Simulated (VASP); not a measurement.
# Ge (Im-3m) in VASP: a series of runs

Runs on Ge. Level: LDA. Tasks: single point.

Program: VASP 6.6.1. These are calculated values, not measurements. Logs are shortened: lines on timing, memory, paths and dates and some standing lists are left out, and cuts for length are marked.

## Step 1: The cell of the first run

It takes space group Im-3m (No. 229, cubic). Conventional cell: a = 3.276 Å, b = 3.276 Å, c = 3.276 Å, α = 90.00°, β = 90.00°, γ = 90.00°. Within 3.7 Å of Ge (site symmetry m-3m) lie 14 Ge at 2.84 to 3.28 Å.

This isn't the form of Ge at room conditions, which is diamond.

## Step 2: Single point, LDA (17.59 Å³/atom)

Input file INCAR:

```
ALGO = Normal ; EDIFF = 1E-6
ENCUT = 520 ; ISIF = 2
ISMEAR = -1 ; LASPH = True
LCHARG = False ; LREAL = False
LWAVE = False ; NBANDS = 13
NELM = 100 ; PREC = Accurate
SIGMA = 0.08
```

Input file KPOINTS:

```
k-points
0
Gamma
  16 16 16
```

Input file POSCAR:

```
Ge
1.0
   -1.6381876701      1.6381876701      1.6381876701
    1.6381876701     -1.6381876701      1.6381876701
    1.6381876701      1.6381876701     -1.6381876701
Ge
1
Direct
    0.0000000000      0.0000000000      0.0000000000
```

Potentials or basis: VASP PAW LDA potentials, release 64 (Ge_d).

Command:

```bash
$ cat potpaw_LDA.64/Ge_d/POTCAR > POTCAR
$ mpirun -np 1 vasp_std > vasp.out
```

OUTCAR:

```text
EDIFF = 1E-6
   ENCUT = 520
   ISIF = 2
   ISMEAR = -1
   LASPH = True
   LREAL = False
   NELM = 100
   PREC = Accurate

 ion  position               nearest neighbor table
   1  0.000  0.000  0.000-

  LATTYP: Found a body centered cubic cell.
 ALAT       =     3.2763753402

  Lattice vectors:

 A1 = (  -1.6381876701,   1.6381876701,   1.6381876701)
 A2 = (   1.6381876701,  -1.6381876701,   1.6381876701)
 A3 = (   1.6381876701,   1.6381876701,  -1.6381876701)

Analysis of symmetry for initial positions (statically):
=====================================================================
 Subroutine PRICEL returns:
 Original cell was already a primitive cell.

 Routine SETGRP: Setting up the symmetry group for a
 body centered cubic supercell.

 Subroutine GETGRP returns: Found 48 space group operations
 (whereof 48 operations were pure point group operations)
 out of a pool of 48 trial point group operations.

The static configuration has the point symmetry O_h .

Analysis of symmetry for dynamics (positions and initial velocities):
=====================================================================
 Subroutine PRICEL returns:
 Original cell was already a primitive cell.

 Routine SETGRP: Setting up the symmetry group for a
 body centered cubic supercell.

 Subroutine GETGRP returns: Found 48 space group operations
 (whereof 48 operations were pure point group operations)
 out of a pool of 48 trial point group operations.

The dynamic configuration has the point symmetry O_h .

 Subroutine INISYM returns: Found 48 space group operations
 (whereof 48 operations are pure point group operations),
 and found     1 'primitive' translations

----------------------------------------------------------------------------------------

                                     Primitive cell

  volume of cell :      17.5853

  direct lattice vectors                    reciprocal lattice vectors
    -1.638187670  1.638187670  1.638187670     0.000000000  0.305215336  0.305215336
     1.638187670 -1.638187670  1.638187670     0.305215336  0.000000000  0.305215336
     1.638187670  1.638187670 -1.638187670     0.305215336  0.305215336  0.000000000

  length of vectors
     2.837424277  2.837424277  2.837424277     0.431639667  0.431639667  0.431639667

  position of ions in fractional coordinates (direct lattice)
     0.000000000  0.000000000  0.000000000

  ion indices of the primitive-cell ions
   primitive index   ion index
                 1           1

----------------------------------------------------------------------------------------

 KPOINTS: k-points

Automatic generation of k-mesh.
 Grid dimensions read from file:
 generate k-points for:   16   16   16

 Generating k-lattice:

  Cartesian coordinates                     Fractional coordinates (reciprocal lattice)
     0.000000000  0.019075958  0.019075958     0.062500000  0.000000000  0.000000000
     0.019075958  0.000000000  0.019075958     0.000000000  0.062500000  0.000000000
     0.019075958  0.019075958  0.000000000     0.000000000  0.000000000  0.062500000

  Length of vectors
     0.026977479  0.026977479  0.026977479

  Shift w.r.t. Gamma in fractional coordinates (k-lattice)
     0.000000000  0.000000000  0.000000000

 Subroutine IBZKPT returns following result:
 ===========================================

 Found    145 irreducible k-points:

 Following reciprocal coordinates:
            Coordinates               Weight
  0.000000  0.000000  0.000000      1.000000
  0.062500  0.000000  0.000000     12.000000
  0.125000  0.000000  0.000000     12.000000
  0.187500  0.000000  0.000000     12.000000
  0.250000  0.000000  0.000000     12.000000
  0.312500  0.000000  0.000000     12.000000
[... 16 lines left out ...]
  0.187500  0.187500  0.000000     24.000000
  0.250000  0.187500 -0.000000     48.000000
 [... further k-points ...]
   k-points           NKPTS =    145   k-points in BZ     NKDIM =    145   number of bands    NBANDS=     13
   number of dos      NEDOS =    301   number of ions     NIONS =      1
   total plane-waves  NPLWV =  13824
   dimension x,y,z NGX =    24 NGY =   24 NGZ =   24
   dimension x,y,z NGXF=    48 NGYF=   48 NGZF=   48
   ions per type =               1
   NGX,Y,Z   is equivalent  to a cutoff of  14.06, 14.06, 14.06 a.u.
   NGXF,Y,Z  is equivalent  to a cutoff of  28.12, 28.12, 28.12 a.u.
 SYSTEM =  unknown system
   PREC   = accura    normal or accurate (medium, high low for compatibility)
   ISTART =      0    job   : 0-new  1-cont  2-samecut
   ICHARG =      2    charge: 1-file 2-atom 10-const
   ISPIN  =      1    spin polarized calculation?
   LNONCOLLINEAR =      F non collinear calculations
   LSORBIT =      F    spin-orbit coupling
   LASPH  =      T    aspherical Exc in radial PAW
   ENCUT  =  520.0 eV  38.22 Ry    6.18 a.u.   5.28  5.28  5.28*2*pi/ulx,y,z
   NELM   =    100;   NELMIN=  2; NELMDL= -5     # of ELM steps
   EDIFF  = 0.1E-05   stopping-criterion for ELM
   LREAL  =      F    real-space projection
[... 7 lines left out ...]
   TEBEG  =    0.0;   TEEND  =   0.0 temperature during run
   PSTRESS=    0.0 pullay stress
   NELECT =      14.0000    total number of electrons
   NUPDOWN=      -1.0000    fix difference up-down
   EMIN   =  10.00;   EMAX   =-10.00  energy-range for DOS
   EFERMI =   0.00;   METHOD = LEGACY
   ISMEAR =    -1;   SIGMA  =   0.08  broadening in eV -4-tet -1-fermi 0-gaus
   EFERMI_NEDOS =   21; number of points for ismear=-14 and -15
   IALGO  =     38    algorithm
   IMIX   =      4    mixing-type and parameters
     AMIX     =   0.40;   BMIX     =  1.00
     AMIX_MAG =   1.60;   BMIX_MAG =  1.00
  volume/ion in A,a.u.               =      17.59       118.67
  Fermi-wavevector in a.u.,A,eV,Ry     =   1.517285  2.867253 31.322708  2.302154
  Thomas-Fermi vector in A             =   2.626561
   LORBIT       =      0    0 simple, 1 ext, 2 COOP (PROOUT), +10 PAW based schemes
   GGA     = CA    functional components
   LHFCALC =     F    Hartree Fock is set to
   AEXX    =    0.0000 exact exchange contribution
   IVDW    =     0    specifies the selected vdW correction
   LEPSILON=     F    determine dielectric tensor
   LRPA    =     F    only Hartree local field effects (RPA)
 non-spin polarized calculation
  energy-cutoff  :      520.00
  volume of cell :       17.59
 maximum number of plane-waves:       490
 NGX is ok and might be reduce to    24
   NGX = 11   NGY = 11   NGZ = 11

 number of electron      13.9999998 magnetization

 Free energy of the ion-electron system (eV)
  ---------------------------------------------------
  ext. energy  EPLUGINS =         0.00000000
  ---------------------------------------------------
  free energy    TOTEN  =        -4.88162650 eV

  energy without entropy =       -4.86830907  energy(sigma->0) =       -4.87496779

 E-fermi :   7.2437     XC(G=0): -11.9403

 val. band max:        7.2340729528   @ k =  -0.3125   0.3125   0.1250
 cond. band min:       7.2581304220   @ k =  -0.2500   0.3750   0.0625
 fundamental gap:      0.0240574691
 Fermi energy:         7.2436996338

 k-point     1 :       0.0000    0.0000    0.0000
  band No.  band energies     occupation
      1     -17.5729      2.00000
      2     -17.5729      2.00000
      3     -17.5729      2.00000
      4     -17.4668      2.00000
      5     -17.4668      2.00000
      6      -6.4769      2.00000
      7      17.0447      0.00000
      8      17.0447      0.00000
      9      17.0447      0.00000
     10      22.8511      0.00000
     11      22.8511      0.00000
     12      22.8511      0.00000
     13      24.7618      0.00000

 k-point     2 :       0.0625    0.0000    0.0000
  band No.  band energies     occupation
      1     -17.5744      2.00000
      2     -17.5711      2.00000
      3     -17.5666      2.00000
      4     -17.4684      2.00000
      5     -17.4669      2.00000
      6      -6.3680      2.00000
      7      16.1689      0.00000
      8      16.6104      0.00000
      9      16.9276      0.00000
     10      22.0221      0.00000
     11      22.0923      0.00000
     12      23.4843      0.00000
     13      23.9567      0.00000

 k-point     3 :       0.1250    0.0000    0.0000
  band No.  band energies     occupation
      1     -17.5785      2.00000
      2     -17.5663      2.00000
      3     -17.5485      2.00000
      4     -17.4726      2.00000
      5     -17.4673      2.00000
      6      -6.0412      2.00000
      7      14.1309      0.00000
      8      15.6641      0.00000
      9      16.5927      0.00000
     10      20.7676      0.00000
     11      20.8288      0.00000
     12      23.4905      0.00000
     13      24.4151      0.00000
[... 305 lines left out ...]
 k-point    23 :       0.1875    0.1875    0.0000
  band No.  band energies     occupation
      1     -17.5864      2.00000
      2     -17.5542      2.00000
      3     -17.4853      2.00000
      4     -17.4750      2.00000
      5     -17.4574      2.00000
      6      -3.5434      2.00000
      7       7.9422      0.00032
      8       9.7676      0.00000
      9      13.8094      0.00000
     10      19.7780      0.00000
     11      20.8256      0.00000
     12      24.8150      0.00000
     13      26.6585      0.00000

 k-point    24 :       0.2500    0.1875   -0.0000
  band No.  band energies     occupation
      1     -17.5892      2.00000
      2     -17.5486      2.00000
      3     -17.4833      2.00000
      4     -17.4769      2.00000
      5     -17.4422      2.00000
      6      -2.4750      2.00000
      7       6.1850      2.00000
      8       8.6263      0.00000
      9      13.2794      0.00000
     10      19.6083      0.00000
     11      21.3500      0.00000
     12      25.0277      0.00000
     13      28.1858      0.00000

 [... further k-points ...]

------------------------ aborting loop because EDIFF is reached ----------------------------------------

  FORCE on cell =-STRESS in cart. coord.  units (eV):
  Direction    XX          YY          ZZ          XY          YZ          ZX
  --------------------------------------------------------------------------------------
  -------------------------------------------------------------------------------------
  Total        0.1873274      0.1873274      0.1873274     -0.0000000      0.0000000      0.0000000
  in kB       17.0671478     17.0671478     17.0671478     -0.0000000      0.0000000      0.0000000
  external PRESSURE =      17.0671478 kB  Pullay stress =       0.0000000 kB

 VOLUME and BASIS-vectors are now :
 -----------------------------------------------------------------------------
  energy-cutoff  :      520.00
  volume of cell :       17.59
      direct lattice vectors                 reciprocal lattice vectors
    -1.638187670  1.638187670  1.638187670     0.000000000  0.305215336  0.305215336
     1.638187670 -1.638187670  1.638187670     0.305215336  0.000000000  0.305215336
     1.638187670  1.638187670 -1.638187670     0.305215336  0.305215336  0.000000000

 POSITION                                       TOTAL-FORCE (eV/Angst)
 -----------------------------------------------------------------------------------
      0.00000      0.00000      0.00000         0.000000     -0.000000      0.000000
 -----------------------------------------------------------------------------------
    total drift:                                0.000000      0.000000     -0.000000

  FREE ENERGIE OF THE ION-ELECTRON SYSTEM (eV)
  ---------------------------------------------------
  free  energy   TOTEN  =        -4.8816265020 eV

  energy  without entropy=       -4.8683090728  energy(sigma->0) =       -4.87496779
```

Wall time 22 s (1 thread of Intel Xeon 8259CL, shared host); peak memory 0.15 GiB.

Results:

| Quantity | Value |
| --- | --- |
| Free energy | -4.8816 eV |
| Pressure | 1.7 GPa |
| Band gap on the k mesh | zero (bands 7 and 8 overlap by 12.93 eV) |

Levels at points of the mesh, in eV from the Fermi level:
| k point | band 5 | band 6 | band 7 | band 8 | band 9 | band 10 |
| --- | --- | --- | --- | --- | --- | --- |
| (0.00, 0.00, 0.00) | -24.71 | -13.72 | 9.80 | 9.80 | 9.80 | 15.61 |
| (0.50, 0.00, 0.00) | -24.65 | -7.57 | -5.66 | 4.65 | 7.09 | 10.06 |
| (0.50, 0.50, 0.50) | -24.66 | -2.22 | -0.50 | -0.50 | -0.50 | 4.47 |

## Step 3: Single point, LDA

Input file INCAR:

```
ALGO = Normal
EDIFF = 1E-6
ENCUT = 520
GGA = CA
ISIF = 2
ISMEAR = -1
LASPH = T
LCHARG = F
LREAL = F
LWAVE = F
NBANDS = 13
NELM = 60
PREC = Accurate
SIGMA = 0.08
```

KPOINTS is that of step 2.

POSCAR is that of step 2.

Potentials or basis: VASP PAW LDA potentials, release 64 (Ge_d).

Command:

```bash
$ cat potpaw_LDA.64/Ge_d/POTCAR > POTCAR
$ mpirun -np 1 vasp_std > vasp.out
```

It took 25 s on 1 thread of Intel Xeon 8259CL, shared host; peak memory 0.15 GiB.

Results (log left out):

| Property | Result |
| --- | --- |
| Free energy | -4.8816 eV |
| Pressure | 1.7 GPa |
| Band gap on the k mesh | zero (bands 7 and 8 overlap by 12.93 eV) |

Levels at points of the mesh, in eV from the Fermi level:
| k point | band 4 | band 5 | band 6 | band 7 | band 8 | band 9 | band 10 | band 11 |
| --- | --- | --- | --- | --- | --- | --- | --- | --- |
| (0.00, 0.00, 0.00) | -24.71 | -24.71 | -13.72 | 9.80 | 9.80 | 9.80 | 15.61 | 15.61 |
| (0.50, 0.00, 0.00) | -24.71 | -24.65 | -7.57 | -5.66 | 4.65 | 7.09 | 10.06 | 10.07 |
| (0.50, 0.50, 0.50) | -24.66 | -24.66 | -2.22 | -0.50 | -0.50 | -0.50 | 4.47 | 4.47 |

## Step 4: Single point, LDA

Input file INCAR:

```
SYSTEM = Ge
PREC = Accurate
ENCUT = 520
EDIFF = 1E-6
ISMEAR = -1
SIGMA = 0.08
LREAL = .False.
LASPH = .True.
NELM = 80
ALGO = Normal
ISIF = 2
LWAVE = .False.
LCHARG = .False.
NBANDS = 13
```

Input file KPOINTS:

```
regular mesh
0
Gamma
  16 16 16
  0 0 0
```

Input file POSCAR:

```
Ge
1.0
   -1.6386809961      1.6386809961      1.6386809961
    1.6386809961     -1.6386809961      1.6386809961
    1.6386809961      1.6386809961     -1.6386809961
Ge
1
Direct
    0.0000000000      0.0000000000      0.0000000000
```

Command:

```bash
$ cat potpaw_LDA.64/Ge_d/POTCAR > POTCAR
$ mpirun -np 1 vasp_std > vasp.out
```

Run time: 25 s. Hardware: 1 thread of Intel Xeon 8259CL, shared host; peak memory 0.15 GiB.

The run converged. Its results:

```
Free energy            : -4.8818 eV
Pressure               : 1.6 GPa
Band gap on the k mesh : zero (bands 7 and 8 overlap by 12.92 eV)
```

Levels at points of the mesh, in eV from the Fermi level:
| k point | band 5 | band 6 | band 7 | band 8 | band 9 | band 10 |
| --- | --- | --- | --- | --- | --- | --- |
| (0.00, 0.00, 0.00) | -24.71 | -13.71 | 9.79 | 9.79 | 9.79 | 15.60 |
| (0.50, 0.00, 0.00) | -24.65 | -7.57 | -5.65 | 4.64 | 7.08 | 10.05 |
| (0.50, 0.50, 0.50) | -24.66 | -2.23 | -0.50 | -0.50 | -0.50 | 4.47 |
